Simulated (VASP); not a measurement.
Runs of VASP 6.6.1 on Se. The structure is that of space group Pm-3m (No. 221), or close to it. The cells are those of the table. 

```csv
cell,k mesh,smearing,gap on the mesh (eV),pressure (GPa)
"a = 2.774 Å, 1 atom",14 × 14 × 14,gaussian 0.1 eV,none,4.8
"a = 2.882 Å, 1 atom",14 × 14 × 14,gaussian 0.1 eV,none,-3.4
"a = 2.803 Å, 1 atom",14 × 14 × 14,gaussian 0.1 eV,none,(a)
"a = 2.846 Å, 1 atom",14 × 14 × 14,gaussian 0.1 eV,none,-1.2
"a = 2.774 Å, 1 atom",14 × 14 × 14,fermi-dirac 0.1 eV,none,4.9
"a = 2.707 Å, 1 atom",14 × 14 × 14,gaussian 0.1 eV,none,(b)
"a = 2.931, b = 2.933, c = 2.928 Å, angles 90.0, 89.8, 90.5°, 1 atom",12 × 12 × 12,gaussian 0.1 eV,none,(c)
"a = 2.792, b = 2.750, c = 2.750 Å, 1 atom",14 × 14 × 14,gaussian 0.1 eV,none,5.9
```

Alike in all rows: task single point; level PBE; potentials or basis VASP PAW PBE potentials, release 64 (Se); no spin polarisation; cutoff (eV) 520.

Question: Estimate the missing entries.

Answer: (a) 2.2; (b) 12.8; (c) -5.8.

A k mesh can miss the band edges, and the runs leave out spin-orbit coupling on Se.

A gap of «none» marks levels without a gap at the run's occupations.
